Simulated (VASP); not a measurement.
Zn3BiO: single point with PBE

Zn3BiO:

```
Zn Bi O
1.0
     5.53747    0.00000    0.00000
     0.00000    5.53747    0.00000
     0.00000    0.00000    4.36720
Zn Bi O
3 1 1
Cartesian
  2.7687 0.0000 2.1836
  0.0000 2.7687 2.1836
  2.7687 2.7687 0.0000
  0.0000 0.0000 2.1836
  0.0000 0.0000 0.0000
```

* Program: VASP 6.6.1
* Task: single point
* Functional: PBE
* Potentials or basis: VASP PAW PBE potentials, release 64 (Zn, Bi_d, O)
* Cutoff: 520 eV
* k mesh: 4 × 4 × 4
* Occupations: gaussian, width 0.1 eV
* Spin: no spin polarisation
* Dipole correction: no
* Further INCAR settings: ALGO = Normal; EDIFF = 1e-06; NBANDS = 36

```
Pressure : 0.0 GPa
```

Levels at points of the mesh, in eV from the Fermi level:
| k point | band 25 | band 26 | band 27 | band 28 | band 29 | band 30 | band 31 | band 32 | band 33 | band 34 |
| --- | --- | --- | --- | --- | --- | --- | --- | --- | --- | --- |
| (0.00, 0.00, 0.00) | -3.67 | -3.67 | -2.09 | -0.28 | -0.28 | 0.91 | 2.15 | 2.15 | 2.45 | 5.44 |
| (0.50, 0.00, 0.00) | -3.45 | -2.38 | -2.05 | -0.97 | -0.02 | 0.87 | 3.10 | 3.26 | 3.74 | 4.03 |
| (0.50, 0.50, 0.00) | -5.03 | -3.51 | -1.28 | -1.28 | 3.19 | 3.19 | 3.74 | 4.22 | 4.22 | 4.47 |
| (0.00, 0.00, 0.50) | -2.25 | -2.25 | -1.87 | -1.87 | -1.51 | 0.36 | 2.20 | 2.47 | 3.49 | 3.49 |
| (0.50, 0.00, 0.50) | -2.05 | -1.98 | -1.83 | -1.32 | 0.02 | 0.17 | 1.32 | 2.58 | 3.35 | 3.53 |
| (0.50, 0.50, 0.50) | -2.21 | -2.21 | -2.03 | -0.83 | -0.55 | 1.27 | 1.27 | 2.84 | 4.31 | 4.31 |

Run time: 83 s on 1 thread of Intel(R) Xeon(R) Platinum 8488C (Sapphire Rapids), with other jobs on the host, peak memory 0.26 GiB.

Caveat: spin-orbit coupling is left out, which moves the levels of the heavy elements; an odd number of electrons without spin polarisation forces a metal; a magnetic or distorted state may lie lower.
